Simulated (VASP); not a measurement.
Here is a VASP 6.6.1 calculation.

Contents of INCAR:

```
SYSTEM = P
  PREC = Accurate
  ENCUT = 520
  EDIFF = 1E-7
  ISMEAR = 0
  SIGMA = 0.1
  LREAL = .False.
  LASPH = .True.
  NELM = 80
  ALGO = Normal
  ISIF = 2
  LWAVE = .False.
  LCHARG = .True.
  GGA = PE
  IVDW = 12
  LELF = .True.
  LVHAR = .True.
  NBANDS = 8
```

Contents of KPOINTS:

```
regular mesh
0
Gamma
  18 18 18
  0 0 0
```

The input POSCAR:

```
P
1.0
    2.3140283248      0.0000000000      0.0000000000
    0.0000000000      2.3140283248      0.0000000000
    0.0000000000      0.0000000000      2.3140283248
P
1
Direct
    0.0000000000      0.0000000000      0.0000000000
```

Potentials or basis: VASP PAW PBE potentials, release 64 (P).

Launch:

```sh
$ cat potpaw_PBE.64/P/POTCAR > POTCAR
$ mpirun -np 1 vasp_std > vasp.out
```

Problem. Predict the dispersion energy per atom.

Solution. -0.570 eV.

Problem. What does it give for the pressure?

Solution. 19.5 GPa.

Caveat: pairwise dispersion overbinds metals, which lowers pressure and volume.
